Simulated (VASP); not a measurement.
# Al (P6_3/mmc) in VASP: notebook

The runs below take Al through single point, with PBEsol.

All numbers are computed with VASP 6.6.1; they aren't measurements. Logs are shortened: lines on timing, memory, paths and dates and some standing lists are left out, and cuts for length are marked.

### Step 1. The cell of the first run

The structure is hexagonal, space group P6_3/mmc (No. 194). The conventional cell has a = 2.525 Å, b = 2.525 Å, c = 4.136 Å, α = 90.00°, β = 90.00°, γ = 120.00°. Within 3.3 Å of Al (site symmetry -6m2) lie 12 Al at 2.52 to 2.53 Å.

### Step 2. Single point, PBEsol

Input file INCAR:

```
  PREC = Accurate
  ENCUT = 520
  EDIFF = 1E-6
  ISMEAR = -1
  SIGMA = 0.05
  LREAL = False
  LASPH = True
  NELM = 100
  ALGO = Normal
  ISIF = 2
  LWAVE = False
  LCHARG = False
  GGA = PS
  NBANDS = 10
```

Input file KPOINTS:

```
regular mesh
0
Gamma
  17 17 9
```

Input file POSCAR:

```
Al
1.0
    2.5248444820      0.0000000000      0.0000000000
   -1.2624222410      2.1865794620      0.0000000000
    0.0000000000      0.0000000000      4.1357817671
Al
2
Direct
    0.3333333333      0.6666666667      0.2500000000
    0.6666666667      0.3333333333      0.7500000000
```

Potentials or basis: VASP PAW PBE potentials, release 64 (Al).

The run is started by

```bash
> cat potpaw_PBE.64/Al/POTCAR > POTCAR
> mpirun -np 1 vasp_std > vasp.out
```

OUTCAR:

```text
PREC = Accurate
   ENCUT = 520
   EDIFF = 1E-6
   ISMEAR = -1
   LREAL = False
   LASPH = True
   NELM = 100
   ISIF = 2
   GGA = PS

 ion  position               nearest neighbor table
   1  0.333  0.667  0.250-   2 2.53   2 2.53   2 2.53   2 2.53   2 2.53   2 2.53
   2  0.667  0.333  0.750-   1 2.53   1 2.53   1 2.53   1 2.53   1 2.53   1 2.53

  LATTYP: Found a hexagonal cell.
 ALAT       =     2.5248444820
 C/A-ratio  =     1.6380342617

  Lattice vectors:

 A1 = (   2.5248444820,   0.0000000000,   0.0000000000)
 A2 = (  -1.2624222410,   2.1865794620,   0.0000000000)
 A3 = (   0.0000000000,   0.0000000000,   4.1357817671)

Analysis of symmetry for initial positions (statically):
=====================================================================
 Subroutine PRICEL returns:
 Original cell was already a primitive cell.

 Routine SETGRP: Setting up the symmetry group for a
 hexagonal supercell.

 Subroutine GETGRP returns: Found 24 space group operations
 (whereof 12 operations were pure point group operations)
 out of a pool of 24 trial point group operations.

The static configuration has the point symmetry D_3d.
 The point group associated with its full space group is D_6h.

Analysis of symmetry for dynamics (positions and initial velocities):
=====================================================================
 Subroutine PRICEL returns:
 Original cell was already a primitive cell.

 Routine SETGRP: Setting up the symmetry group for a
 hexagonal supercell.

 Subroutine GETGRP returns: Found 24 space group operations
 (whereof 12 operations were pure point group operations)
 out of a pool of 24 trial point group operations.

The dynamic configuration has the point symmetry D_3d.
 The point group associated with its full space group is D_6h.

 Subroutine INISYM returns: Found 24 space group operations
 (whereof 12 operations are pure point group operations),
 and found     1 'primitive' translations

----------------------------------------------------------------------------------------

                                     Primitive cell

  volume of cell :      22.8327

  direct lattice vectors                    reciprocal lattice vectors
     2.524844482  0.000000000  0.000000000     0.396063998  0.228667656  0.000000000
    -1.262422241  2.186579462  0.000000000     0.000000000  0.457335312  0.000000000
     0.000000000  0.000000000  4.135781767     0.000000000  0.000000000  0.241792255

  length of vectors
     2.524844482  2.524844482  4.135781767     0.457335312  0.457335312  0.241792255

  position of ions in fractional coordinates (direct lattice)
     0.333333333  0.666666667  0.250000000
     0.666666667  0.333333333  0.750000000

  ion indices of the primitive-cell ions
   primitive index   ion index
                 1           1
                 2           2

----------------------------------------------------------------------------------------

 KPOINTS: regular mesh

Automatic generation of k-mesh.
 Grid dimensions read from file:
 generate k-points for:   17   17    9

 Generating k-lattice:

  Cartesian coordinates                     Fractional coordinates (reciprocal lattice)
     0.023297882  0.013451039  0.000000000     0.058823529 -0.000000000  0.000000000
     0.000000000  0.026902077  0.000000000     0.000000000  0.058823529  0.000000000
     0.000000000  0.000000000  0.026865806     0.000000000  0.000000000  0.111111111

  Length of vectors
     0.026902077  0.026902077  0.026865806

  Shift w.r.t. Gamma in fractional coordinates (k-lattice)
     0.000000000  0.000000000  0.000000000

 Subroutine IBZKPT returns following result:
 ===========================================

 Found    165 irreducible k-points:

 Following reciprocal coordinates:
            Coordinates               Weight
  0.000000  0.000000  0.000000      1.000000
  0.058824  0.000000  0.000000      6.000000
  0.117647  0.000000  0.000000      6.000000
  0.176471  0.000000  0.000000      6.000000
  0.235294  0.000000  0.000000      6.000000
  0.294118  0.000000  0.000000      6.000000
[... 16 lines left out ...]
  0.411765  0.117647  0.000000     12.000000
  0.176471  0.176471  0.000000      6.000000
 [... further k-points ...]
   k-points           NKPTS =    165   k-points in BZ     NKDIM =    165   number of bands    NBANDS=     10
   number of dos      NEDOS =    301   number of ions     NIONS =      2
   total plane-waves  NPLWV =  12800
   dimension x,y,z NGX =    20 NGY =   20 NGZ =   32
   dimension x,y,z NGXF=    40 NGYF=   40 NGZF=   64
   ions per type =               2
   NGX,Y,Z   is equivalent  to a cutoff of  13.17, 13.17, 12.86 a.u.
   NGXF,Y,Z  is equivalent  to a cutoff of  26.34, 26.34, 25.73 a.u.
 SYSTEM =  unknown system
   PREC   = accura    normal or accurate (medium, high low for compatibility)
   ISTART =      0    job   : 0-new  1-cont  2-samecut
   ICHARG =      2    charge: 1-file 2-atom 10-const
   ISPIN  =      1    spin polarized calculation?
   LNONCOLLINEAR =      F non collinear calculations
   LSORBIT =      F    spin-orbit coupling
   LASPH  =      T    aspherical Exc in radial PAW
   ENCUT  =  520.0 eV  38.22 Ry    6.18 a.u.   4.69  4.69  7.69*2*pi/ulx,y,z
   NELM   =    100;   NELMIN=  2; NELMDL= -5     # of ELM steps
   EDIFF  = 0.1E-05   stopping-criterion for ELM
   LREAL  =      F    real-space projection
[... 7 lines left out ...]
   TEBEG  =    0.0;   TEEND  =   0.0 temperature during run
   PSTRESS=    0.0 pullay stress
   NELECT =       6.0000    total number of electrons
   NUPDOWN=      -1.0000    fix difference up-down
   EMIN   =  10.00;   EMAX   =-10.00  energy-range for DOS
   EFERMI =   0.00;   METHOD = LEGACY
   ISMEAR =    -1;   SIGMA  =   0.05  broadening in eV -4-tet -1-fermi 0-gaus
   EFERMI_NEDOS =   21; number of points for ismear=-14 and -15
   IALGO  =     38    algorithm
   IMIX   =      4    mixing-type and parameters
     AMIX     =   0.40;   BMIX     =  1.00
     AMIX_MAG =   1.60;   BMIX_MAG =  1.00
  volume/ion in A,a.u.               =      11.42        77.04
  Fermi-wavevector in a.u.,A,eV,Ry     =   1.048591  1.981549 14.960189  1.099543
  Thomas-Fermi vector in A             =   2.183519
   LORBIT       =      0    0 simple, 1 ext, 2 COOP (PROOUT), +10 PAW based schemes
   GGA     = PS    functional components
   LHFCALC =     F    Hartree Fock is set to
   AEXX    =    0.0000 exact exchange contribution
   IVDW    =     0    specifies the selected vdW correction
   LEPSILON=     F    determine dielectric tensor
   LRPA    =     F    only Hartree local field effects (RPA)
 non-spin polarized calculation
  energy-cutoff  :      520.00
  volume of cell :       22.83
 maximum number of plane-waves:       631
 NGX is ok and might be reduce to    20
   NGX =  9   NGY =  9   NGZ = 15

 number of electron       6.0000000 magnetization

 Free energy of the ion-electron system (eV)
  ---------------------------------------------------
  ext. energy  EPLUGINS =         0.00000000
  ---------------------------------------------------
  free energy    TOTEN  =        -6.76423028 eV

  energy without entropy =       -6.75849274  energy(sigma->0) =       -6.76136151

 E-fermi :  12.3705     XC(G=0): -11.6861

 val. band max:       12.3644537738   @ k =   0.2941   0.0000   0.2222
 cond. band min:      12.4012684295   @ k =   0.2353   0.0588   0.2222
 fundamental gap:      0.0368146556
 Fermi energy:        12.3704679827

 k-point     1 :       0.0000    0.0000    0.0000
  band No.  band energies     occupation
      1      -1.5450      2.00000
      2       6.2074      2.00000
      3       7.3715      2.00000
      4      25.5130      0.00000
      5      25.5130      0.00000
      6      26.2792      0.00000
      7      26.2792      0.00000
      8      26.4422      0.00000
      9      30.5338      0.00000
     10      31.6528      0.00000

 k-point     2 :       0.0588    0.0000    0.0000
  band No.  band energies     occupation
      1      -1.4383      2.00000
      2       6.3022      2.00000
      3       7.4711      2.00000
      4      23.4838      0.00000
      5      24.5730      0.00000
      6      25.7005      0.00000
      7      27.3090      0.00000
      8      27.4218      0.00000
      9      30.1785      0.00000
     10      30.9683      0.00000

 k-point     3 :       0.1176    0.0000    0.0000
  band No.  band energies     occupation
      1      -1.1189      2.00000
      2       6.5868      2.00000
      3       7.7668      2.00000
      4      20.8248      0.00000
      5      23.4703      0.00000
      6      24.4002      0.00000
      7      27.6723      0.00000
      8      27.7612      0.00000
      9      28.5567      0.00000
     10      29.8361      0.00000

 k-point     4 :       0.1765    0.0000    0.0000
  band No.  band energies     occupation
      1      -0.5891      2.00000
      2       7.0618      2.00000
      3       8.2472      2.00000
      4      18.2035      0.00000
      5      22.5061      0.00000
      6      22.9180      0.00000
      7      25.0340      0.00000
      8      27.2815      0.00000
      9      28.7139      0.00000
     10      29.2556      0.00000
[... 222 lines left out ...]
 k-point    22 :       0.3529    0.1176    0.0000
  band No.  band energies     occupation
      1       3.8423      2.00000
      2       8.6957      2.00000
      3      11.1756      2.00000
      4      12.6611      0.00596
      5      15.4376      0.00000
      6      16.1106      0.00000
      7      19.3950      0.00000
      8      22.6996      0.00000
      9      25.1408      0.00000
     10      26.6096      0.00000

 k-point    23 :       0.4118    0.1176    0.0000
  band No.  band energies     occupation
      1       5.3241      2.00000
      2       6.9937      2.00000
      3      12.6134      0.01541
      4      13.5188      0.00000
      5      14.2814      0.00000
      6      14.7432      0.00000
      7      18.6383      0.00000
      8      22.4974      0.00000
      9      24.9925      0.00000
     10      26.4339      0.00000

 k-point    24 :       0.1765    0.1765    0.0000
  band No.  band energies     occupation
      1       1.2936      2.00000
      2       8.7783      2.00000
      3       9.7862      2.00000
      4      14.5099      0.00000
      5      15.9083      0.00000
      6      21.4577      0.00000
      7      22.4550      0.00000
      8      23.1302      0.00000
      9      24.8938      0.00000
     10      29.0340      0.00000

 [... further k-points ...]
[... 5 lines left out ...]
  --------------------------------------------------------------------------------------
  -------------------------------------------------------------------------------------
  Total        8.6234125      8.6234125      8.6345336      0.0000000      0.0000000      0.0000000
  in kB      605.1070776    605.1070776    605.8874470      0.0000000      0.0000000      0.0000000
  external PRESSURE =     605.3672008 kB  Pullay stress =       0.0000000 kB

 VOLUME and BASIS-vectors are now :
 -----------------------------------------------------------------------------
  energy-cutoff  :      520.00
  volume of cell :       22.83
      direct lattice vectors                 reciprocal lattice vectors
     2.524844482  0.000000000  0.000000000     0.396063998  0.228667656  0.000000000
    -1.262422241  2.186579462  0.000000000     0.000000000  0.457335312  0.000000000
     0.000000000  0.000000000  4.135781767     0.000000000  0.000000000  0.241792255

 POSITION                                       TOTAL-FORCE (eV/Angst)
 -----------------------------------------------------------------------------------
     -0.00000      1.45772      1.03395        -0.000000      0.000000      0.000000
      1.26242      0.72886      3.10184         0.000000     -0.000000      0.000000
 -----------------------------------------------------------------------------------
    total drift:                               -0.000000      0.000000     -0.000000

  FREE ENERGIE OF THE ION-ELECTRON SYSTEM (eV)
  ---------------------------------------------------
  free  energy   TOTEN  =        -6.7642302757 eV

  energy  without entropy=       -6.7584927407  energy(sigma->0) =       -6.76136151
```

Run time: 37 s. Hardware: 1 thread of AMD EPYC 7R43 (Zen 3), shared host; peak memory 0.11 GiB.

What came out:

* Free energy: -6.7642 eV
* Pressure: 60.5 GPa
* Band gap on the k mesh: zero (band 3 reaches 16.20 eV, above the bottom of band 4 at 8.97 eV)

Caveat: the PAW data sets were made with another functional, which shifts forces and pressure a little.

(Part 1 of 2 ends here.)
